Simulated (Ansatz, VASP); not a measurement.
**TaAg2Br6: VASP beside Ansatz**

The input INCAR:

```
SYSTEM = TaAg2Br6
  ALGO = Normal
  EDIFF = 1E-7
  EDIFFG = -0.04
  ENCUT = 600
  GGA = PE
  IBRION = 2
  ISIF = 3
  ISMEAR = 0
  LASPH = .True.
  LCHARG = .False.
  LREAL = .False.
  LWAVE = .False.
  NELM = 80
  NSW = 90
  PREC = Accurate
  SIGMA = 0.1
```

The input KPOINTS:

```
k-points
0
Gamma
  4 4 4
  0 0 0
```

The input POSCAR:

```
TaAg2Br6
1.0
    0.0000000000      5.0232072700      5.0232072700
    5.0232072700      0.0000000000      5.0232072700
    5.0232072700      5.0232072700      0.0000000000
Ta Ag Br
1 2 6
Direct
    0.0000000000      0.0000000000      0.0000000000
    0.2500000000      0.2500000000      0.2500000000
    0.7500000000      0.7500000000      0.7500000000
    0.7588820600      0.2411179400      0.2411179400
    0.2411179400      0.7588820600      0.2411179400
    0.2411179400      0.2411179400      0.7588820600
    0.2411179400      0.7588820600      0.7588820600
    0.7588820600      0.2411179400      0.7588820600
    0.7588820600      0.7588820600      0.2411179400
```

Input for Ansatz:

```yaml
crystal:
  lattice:
    - [0.0, 5.02320727, 5.02320727]
    - [5.02320727, 0.0, 5.02320727]
    - [5.02320727, 5.02320727, 0.0]
  atoms:
    - { symbol: Ta, position: [0.0, 0.0, 0.0] }
    - { symbol: Ag, position: [0.25, 0.25, 0.25] }
    - { symbol: Ag, position: [0.75, 0.75, 0.75] }
    - { symbol: Br, position: [0.75888206, 0.24111794, 0.24111794] }
    - { symbol: Br, position: [0.24111794, 0.75888206, 0.24111794] }
    - { symbol: Br, position: [0.24111794, 0.24111794, 0.75888206] }
    - { symbol: Br, position: [0.24111794, 0.75888206, 0.75888206] }
    - { symbol: Br, position: [0.75888206, 0.24111794, 0.75888206] }
    - { symbol: Br, position: [0.75888206, 0.75888206, 0.24111794] }
basis:
  ecutwfc: 420
kpoints:
  mp_grid: { grid: [4, 4, 4] }
hamiltonian:
  xc: pbe
scf:
  occupations: { method: gaussian, width: 0.1 }
  lower_state_search: "off"
output:
  forces: true
  stress: true
  eigenvalues: true
relax:
  adjacent_minimum: "off"
  f_tol: 0.04
  max_steps: 70
  cell: { stress_tol: 0.4 }
```

Alike in both runs: task relaxation of cell and atoms; functional PBE; k mesh 4 × 4 × 4; occupations gaussian, width 0.1 eV; no spin polarisation.

|  | VASP | Ansatz |
| --- | --- | --- |
| version | VASP 6.6.1 | Ansatz 0.2.0 |
| potentials or method | VASP PAW PBE potentials, release 64 (Ta_pv, Ag, Br), cutoff 600 eV | scalar-relativistic, plane waves, PAW |
| valence electrons in the cell | 75 | 93 |

```csv
,VASP,Ansatz,Ansatz less VASP
"gap on the k mesh at the Fermi level, each at its own relaxed structure (eV)",none,none,-
relaxed volume (Å³/atom),30.47,30.79,+0.323
relaxed length of the cell vector where the two differ most in proportion (Å),7.292,7.318,+0.0257
```

A gap of «none» marks a metal or a gap that the smearing closes. VASP's potentials hold 75 valence electrons a cell and Ansatz's 93, so a difference there can come from the potentials and not from the codes.

Neither program's run includes spin-orbit coupling.
